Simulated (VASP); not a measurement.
# Fe (Fd-3m) in VASP: notebook, part 2 of 2

VASP 6.6.1.

## (3) Single point, BLYP

This run uses another cell than the first one, of 15.10 Å³/atom, 1.042 times its volume.

Contents of INCAR:

```
PREC = Accurate
ENCUT = 520
EDIFF = 1E-6
ISMEAR = -1
SIGMA = 0.1
LREAL = False
LASPH = True
NELM = 60
ALGO = Normal
ISIF = 2
LWAVE = False
LCHARG = True
GGA = B5
ALDAX = 1.0
AGGAX = 1.0
AGGAC = 1.0
ALDAC = 0.0
LELF = True
LVHAR = True
NBANDS = 15
```

Contents of KPOINTS:

```
regular mesh
0
Gamma
  12 12 12
```

Contents of POSCAR:

```
Fe
1.0
    0.0000000000      2.4717227966      2.4717227966
    2.4717227966      0.0000000000      2.4717227966
    2.4717227966      2.4717227966      0.0000000000
Fe
2
Direct
    0.1250000000      0.1250000000      0.1250000000
    0.8750000000      0.8750000000      0.8750000000
```

Potentials or basis: VASP PAW PBE potentials, release 64 (Fe).

Launch:

```sh
cat potpaw_PBE.64/Fe/POTCAR > POTCAR
mpirun -np 1 vasp_std > vasp.out
```

OUTCAR:

```text
PREC = Accurate
   ENCUT = 520
   EDIFF = 1E-6
   ISMEAR = -1
   LREAL = False
   LASPH = True
   NELM = 60
   ISIF = 2
   GGA = B5

 ion  position               nearest neighbor table
   1  0.125  0.125  0.125-   2 2.14   2 2.14   2 2.14   2 2.14
   2  0.875  0.875  0.875-   1 2.14   1 2.14   1 2.14   1 2.14

  LATTYP: Found a face centered cubic cell.
 ALAT       =     4.9434455932

  Lattice vectors:

 A1 = (   0.0000000000,   2.4717227966,   2.4717227966)
 A2 = (   2.4717227966,   0.0000000000,   2.4717227966)
 A3 = (   2.4717227966,   2.4717227966,   0.0000000000)

Analysis of symmetry for initial positions (statically):
=====================================================================
 Subroutine PRICEL returns:
 Original cell was already a primitive cell.

 Routine SETGRP: Setting up the symmetry group for a
 face centered cubic supercell.

 Subroutine GETGRP returns: Found 48 space group operations
 (whereof 12 operations were pure point group operations)
 out of a pool of 48 trial point group operations.

The static configuration has the point symmetry D_3d.
 The point group associated with its full space group is O_h .

Analysis of symmetry for dynamics (positions and initial velocities):
=====================================================================
 Subroutine PRICEL returns:
 Original cell was already a primitive cell.

 Routine SETGRP: Setting up the symmetry group for a
 face centered cubic supercell.

 Subroutine GETGRP returns: Found 48 space group operations
 (whereof 12 operations were pure point group operations)
 out of a pool of 48 trial point group operations.

The dynamic configuration has the point symmetry D_3d.
 The point group associated with its full space group is O_h .

 Subroutine INISYM returns: Found 48 space group operations
 (whereof 12 operations are pure point group operations),
 and found     1 'primitive' translations

[... 118 lines left out ...]
   LORBIT       =      0    0 simple, 1 ext, 2 COOP (PROOUT), +10 PAW based schemes
   GGA     = B5    functional components
   LHFCALC =     F    Hartree Fock is set to
   AEXX    =    0.0000 exact exchange contribution
   IVDW    =     0    specifies the selected vdW correction
   LEPSILON=     F    determine dielectric tensor
   LRPA    =     F    only Hartree local field effects (RPA)
 non-spin polarized calculation
  energy-cutoff  :      520.00
  volume of cell :       30.20
 maximum number of plane-waves:       869
 NGX is ok and might be reduce to    28
   NGX = 13   NGY = 13   NGZ = 13

 number of electron      15.9999991 magnetization

 Free energy of the ion-electron system (eV)
  ---------------------------------------------------
  ext. energy  EPLUGINS =         0.00000000
  ---------------------------------------------------
  free energy    TOTEN  =       -12.56991460 eV

  energy without entropy =      -12.48242024  energy(sigma->0) =      -12.52616742

 E-fermi :   3.7278     XC(G=0): -10.6489

 val. band max:        3.7152968402   @ k =   0.4167   0.3333   0.0000
 cond. band min:       3.7361003983   @ k =   0.5000   0.1667   0.0000
 fundamental gap:      0.0208035581
 Fermi energy:         3.7278131790

 k-point     1 :       0.0000    0.0000    0.0000
  band No.  band energies     occupation
      1      -2.5912      2.00000
      2       1.1246      2.00000
      3       1.1246      2.00000
      4       1.3975      2.00000
      5       1.3975      2.00000
      6       1.3975      2.00000
      7       3.3337      1.96190
      8       3.3337      1.96190
      9       3.3337      1.96190
     10       4.8702      0.00002
     11       4.8702      0.00002
     12      17.6966      0.00000
     13      17.6966      0.00000
     14      17.6967      0.00000
[... 401 lines left out ...]
      2       0.9567      2.00000
      3       1.0736      2.00000
      4       1.2783      2.00000
      5       1.8397      2.00000
      6       1.8939      2.00000
      7       3.0153      1.99839
      8       3.4945      1.82323
      9       4.1321      0.03449
     10       4.7064      0.00011
     11       4.8356      0.00003
     12       6.1508      0.00000
     13      11.1445      0.00000
     14      12.8668      0.00000
     15      15.8167      0.00000

 [... further k-points ...]
[... 5 lines left out ...]
  --------------------------------------------------------------------------------------
  -------------------------------------------------------------------------------------
  Total       -0.1584716     -0.1584716     -0.1584716      0.0000000      0.0000000      0.0000000
  in kB       -8.4068380     -8.4068380     -8.4068380      0.0000000      0.0000000      0.0000000
  external PRESSURE =      -8.4068380 kB  Pullay stress =       0.0000000 kB

 VOLUME and BASIS-vectors are now :
 -----------------------------------------------------------------------------
  energy-cutoff  :      520.00
  volume of cell :       30.20
      direct lattice vectors                 reciprocal lattice vectors
     0.000000000  2.471722797  2.471722797    -0.202288056  0.202288056  0.202288056
     2.471722797  0.000000000  2.471722797     0.202288056 -0.202288056  0.202288056
     2.471722797  2.471722797  0.000000000     0.202288056  0.202288056 -0.202288056

 POSITION                                       TOTAL-FORCE (eV/Angst)
 -----------------------------------------------------------------------------------
      0.61793      0.61793      0.61793         0.000000      0.000000      0.000000
      4.32551      4.32551      4.32551        -0.000000     -0.000000     -0.000000
 -----------------------------------------------------------------------------------
    total drift:                                0.000000     -0.000000     -0.000000

  FREE ENERGIE OF THE ION-ELECTRON SYSTEM (eV)
  ---------------------------------------------------
  free  energy   TOTEN  =       -12.5699145967 eV

  energy  without entropy=      -12.4824202443  energy(sigma->0) =      -12.52616742
```

It took 65 s on 1 thread of Intel Xeon Platinum 8259CL at 2.50GHz (Skylake/Cascade Lake), shared host; peak memory 0.17 GiB.

Results:

| Item | Value |
| --- | --- |
| Free energy | -12.5699 eV |
| Pressure | -0.8 GPa |
| Band gap on the k mesh | zero (band 8 reaches 3.96 eV, above the bottom of band 9 at 3.32 eV) |

Caveat: the PAW data sets were made with another functional, which shifts forces and pressure a little; the run has no spin polarisation, though such a crystal can be magnetic. Spin polarisation is off, so any magnetic state and its effect on volume and gap are missing.

## (4) Single point, BLYP (volume scaled by 1.04)

Contents of INCAR:

```
SYSTEM = Fe
AGGAC = 1.0 ; AGGAX = 1.0
ALDAC = 0.0 ; ALDAX = 1.0
ALGO = Normal ; EDIFF = 1E-7
ENCUT = 520 ; GGA = B5
ISIF = 2 ; ISMEAR = -1
LASPH = .TRUE. ; LCHARG = .FALSE.
LREAL = .FALSE. ; LWAVE = .FALSE.
NBANDS = 15 ; NELM = 80
PREC = Accurate ; SIGMA = 0.1
```

Contents of KPOINTS:

```
k-points
0
G
  12 12 12
  0 0 0
```

Contents of POSCAR:

```
Fe
1.0
    0.0000000000      2.5042491950      2.5042491950
    2.5042491950      0.0000000000      2.5042491950
    2.5042491950      2.5042491950      0.0000000000
Fe
2
Direct
    0.1250000000      0.1250000000      0.1250000000
    0.8750000000      0.8750000000      0.8750000000
```

Potentials or basis: VASP PAW PBE potentials, release 64 (Fe).

Launch:

```sh
cat potpaw_PBE.64/Fe/POTCAR > POTCAR
mpirun -np 1 vasp_std > vasp.out
```

OUTCAR:

```text
SYSTEM = Fe
   EDIFF = 1E-7
   ENCUT = 520
   GGA = B5
   ISIF = 2
   ISMEAR = -1
   LASPH = .TRUE.
   LREAL = .FALSE.
   NELM = 80
   PREC = Accurate

 ion  position               nearest neighbor table
   1  0.125  0.125  0.125-   2 2.17   2 2.17   2 2.17   2 2.17
   2  0.875  0.875  0.875-   1 2.17   1 2.17   1 2.17   1 2.17

  LATTYP: Found a face centered cubic cell.
 ALAT       =     5.0084983900

  Lattice vectors:

 A1 = (   0.0000000000,   2.5042491950,   2.5042491950)
 A2 = (   2.5042491950,   0.0000000000,   2.5042491950)
 A3 = (   2.5042491950,   2.5042491950,   0.0000000000)

Analysis of symmetry for initial positions (statically):
=====================================================================
 Subroutine PRICEL returns:
 Original cell was already a primitive cell.

 Routine SETGRP: Setting up the symmetry group for a
 face centered cubic supercell.

 Subroutine GETGRP returns: Found 48 space group operations
 (whereof 12 operations were pure point group operations)
 out of a pool of 48 trial point group operations.

The static configuration has the point symmetry D_3d.
 The point group associated with its full space group is O_h .

[... 169 lines left out ...]
  band No.  band energies     occupation
      1      -2.7316      2.00000
      2       0.9474      2.00000
      3       0.9474      2.00000
      4       1.1840      2.00000
      5       1.1840      2.00000
      6       1.1840      2.00000
      7       3.0378      1.95425
      8       3.0378      1.95425
      9       3.0378      1.95425
     10       4.4867      0.00004
     11       4.4867      0.00004
     12      16.9708      0.00000
     13      16.9708      0.00000
     14      16.9708      0.00000
[... 401 lines left out ...]
      2       0.7596      2.00000
      3       0.8939      2.00000
      4       1.0613      2.00000
      5       1.5970      2.00000
      6       1.6679      2.00000
      7       2.7322      1.99780
      8       3.1869      1.81156
      9       3.8079      0.03792
     10       4.3409      0.00019
     11       4.4566      0.00006
     12       5.7136      0.00000
     13      10.5890      0.00000
     14      12.2696      0.00000
     15      15.2531      0.00000

 [... further k-points ...]
[... 5 lines left out ...]
  --------------------------------------------------------------------------------------
  -------------------------------------------------------------------------------------
  Total       -1.0871610     -1.0871610     -1.0871610      0.0000000      0.0000000      0.0000000
  in kB      -55.4551412    -55.4551412    -55.4551412      0.0000000      0.0000000      0.0000000
  external PRESSURE =     -55.4551412 kB  Pullay stress =       0.0000000 kB

 VOLUME and BASIS-vectors are now :
 -----------------------------------------------------------------------------
  energy-cutoff  :      520.00
  volume of cell :       31.41
      direct lattice vectors                 reciprocal lattice vectors
     0.000000000  2.504249195  2.504249195    -0.199660641  0.199660641  0.199660641
     2.504249195  0.000000000  2.504249195     0.199660641 -0.199660641  0.199660641
     2.504249195  2.504249195  0.000000000     0.199660641  0.199660641 -0.199660641

 POSITION                                       TOTAL-FORCE (eV/Angst)
 -----------------------------------------------------------------------------------
      0.62606      0.62606      0.62606         0.000000      0.000000      0.000000
      4.38244      4.38244      4.38244        -0.000000     -0.000000     -0.000000
 -----------------------------------------------------------------------------------
    total drift:                                0.000000     -0.000000     -0.000000

  FREE ENERGIE OF THE ION-ELECTRON SYSTEM (eV)
  ---------------------------------------------------
  free  energy   TOTEN  =       -12.5452870261 eV

  energy  without entropy=      -12.4535298643  energy(sigma->0) =      -12.49940845
```

OSZICAR:

```text
N       E                     dE             d eps       ncg     rms          rms(c)
DAV:   1     0.829887401623E+02    0.82989E+02   -0.69819E+03  2160   0.125E+03
DAV:   2    -0.117162903698E+02   -0.94705E+02   -0.82731E+02  2160   0.232E+02
DAV:   3    -0.140335365860E+02   -0.23172E+01   -0.22005E+01  2531   0.530E+01
DAV:   4    -0.140506114551E+02   -0.17075E-01   -0.17071E-01  2482   0.404E+00
DAV:   5    -0.140508832360E+02   -0.27178E-03   -0.27178E-03  2587   0.493E-01    0.111E+01
DAV:   6    -0.129669094358E+02    0.10840E+01   -0.10344E+01  2545   0.602E+01    0.413E+00
DAV:   7    -0.125642685840E+02    0.40264E+00   -0.15040E+00  2615   0.228E+01    0.143E+00
DAV:   8    -0.125474088530E+02    0.16860E-01   -0.16819E-02  2557   0.188E+00    0.542E-01
DAV:   9    -0.125452853185E+02    0.21235E-02   -0.34458E-03  2471   0.793E-01    0.662E-02
DAV:  10    -0.125452767165E+02    0.86020E-05   -0.10754E-04  2517   0.178E-01    0.160E-02
DAV:  11    -0.125452861047E+02   -0.93882E-05   -0.18737E-05  2244   0.505E-02    0.300E-03
DAV:  12    -0.125452866052E+02   -0.50048E-06   -0.36308E-07  2594   0.679E-03    0.149E-03
DAV:  13    -0.125452870103E+02   -0.40513E-06   -0.77122E-08  2020   0.258E-03    0.171E-04
DAV:  14    -0.125452870261E+02   -0.15772E-07   -0.22524E-09  1178   0.655E-04
   1 F= -.12545287E+02 E0= -.12499408E+02  d E =-.917572E-01
```

Wall time 66 s (1 thread of Intel Xeon Platinum 8259CL at 2.50GHz (Skylake/Cascade Lake), shared host); peak memory 0.16 GiB.

What came out:

* Free energy: -12.5453 eV
* Pressure: -5.5 GPa
* Band gap on the k mesh: zero (band 8 reaches 3.63 eV, above the bottom of band 9 at 3.03 eV)

Levels at points of the mesh, in eV from the Fermi level:
```csv
k point,band 6,band 7,band 8,band 9,band 10,band 11
"(0.00, 0.00, 0.00)",-2.23,-0.38,-0.38,-0.38,1.07,1.07
"(0.50, 0.00, 0.00)",-2.24,-0.85,0.13,0.13,0.85,0.85
"(0.50, 0.50, 0.00)",-1.34,-0.66,-0.66,1.03,1.03,2.56
```

Caveat: the cell differs from its parent crystal (volume scaled by 1.04); the PAW data sets were made with another functional, which shifts forces and pressure a little; the run has no spin polarisation, though such a crystal can be magnetic.

## (5) Overview

```tsv
cell	gap on the mesh (eV)	pressure (GPa)
a = 3.448 Å, angles 60.0°, 2 atoms	none	5.0
a = 3.496 Å, angles 60.0°, 2 atoms	none	-0.8
a = 3.542 Å, angles 60.0°, 2 atoms	none	-5.5
```

Alike in all rows: task single point; level BLYP; potentials or basis VASP PAW PBE potentials, release 64 (Fe); no spin polarisation; k mesh 12 × 12 × 12; cutoff (eV) 520; smearing fermi-dirac 0.1 eV.

Caveats: the PAW data sets were made with another functional, which shifts forces and pressure a little; the run has no spin polarisation, though such a crystal can be magnetic.

Absolute energies hang on the potentials; compare differences alone.
